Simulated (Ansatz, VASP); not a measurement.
## Two plane-wave programs on Hg

```
Hg
1.0
     3.17911    0.00000    0.00000
    -1.58956    2.75319    0.00000
     0.00000    0.00000    5.05113
Hg
2
Direct
  0.33333 0.66667 0.25000
  0.66667 0.33333 0.75000
```

Alike in both runs: functional LDA; k mesh 15 × 15 × 8; occupations fermi-dirac, width 0.05 eV; no spin polarisation.

Ansatz relaxed the structure, and its values are those at the end. VASP's run is a single point on that final structure, the one shown.

```csv
,VASP,Ansatz
version,VASP 6.6.1,Ansatz 0.2.0
potentials or method,"VASP PAW LDA potentials, release 64 (Hg)","PAW with Ansatz's default frozen-core files, scalar-relativistic"
plane-wave cutoff (eV),520,420
valence electrons in the cell,24,40
```

Ansatz gave:

```
pressure (GPa) : 0.0
```

Which values does VASP return?

Pressure (GPa): 0.5.

LDA's correlation is that of Perdew and Zunger in VASP and of Perdew and Wang (1992) in Ansatz. VASP's potentials hold 24 valence electrons a cell and Ansatz's 40, so a difference there can come from the potentials and not from the codes.

Spin-orbit coupling is off throughout.
